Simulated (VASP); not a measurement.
A run of VASP 6.6.1:

File INCAR:

```
SYSTEM = MnF2
PREC = Accurate
ENCUT = 520
EDIFF = 1E-6
ISMEAR = 0
SIGMA = 0.05
LREAL = .False.
LASPH = .True.
NELM = 150
ALGO = Normal
ISIF = 2
LWAVE = .False.
LCHARG = .True.
ISPIN = 2
MAGMOM = 5 5 0 0 0 0
LORBIT = 11
LMAXMIX = 4
LDAU = .True.
LDAUTYPE = 2
LDAUL = 2 -1
LDAUU = 3.9 0
LDAUJ = 0 0
LDAUPRINT = 1
GGA = PE
LELF = .True.
LVHAR = .True.
NBANDS = 40
```

The input KPOINTS:

```
Automatic mesh
0
Gamma
  3 3 4
  0 0 0
```

The input POSCAR:

```
MnF2
1.0
    4.8733996648      0.0000000000      0.0000000000
    0.0000000000      4.8733996648      0.0000000000
    0.0000000000      0.0000000000      3.3098997723
Mn F
2 4
Direct
    0.0000000000      0.0000000000      0.0000000000
    0.5000000000      0.5000000000      0.5000000000
    0.3050000000      0.3050000000      0.0000000000
    0.1950000000      0.8050000000      0.5000000000
    0.6950000000      0.6950000000      0.0000000000
    0.8050000000      0.1950000000      0.5000000000
```

Potentials or basis: VASP PAW PBE potentials, release 64 (Mn_pv, F).

Launch:

```console
$ cat potpaw_PBE.64/Mn_pv/POTCAR potpaw_PBE.64/F/POTCAR > POTCAR
$ mpirun -np 1 vasp_std > vasp.out
```

Hardware: 1 thread of Oxide Virtual Turin-like Processor, with other jobs on the host.

Task: How long does it take, and how much memory?

Result: Run time: 57 s on 1 thread of Oxide Virtual Turin-like Processor, on a shared host, peak memory 0.19 GiB. Counts: scf iterations 16, k points 9.
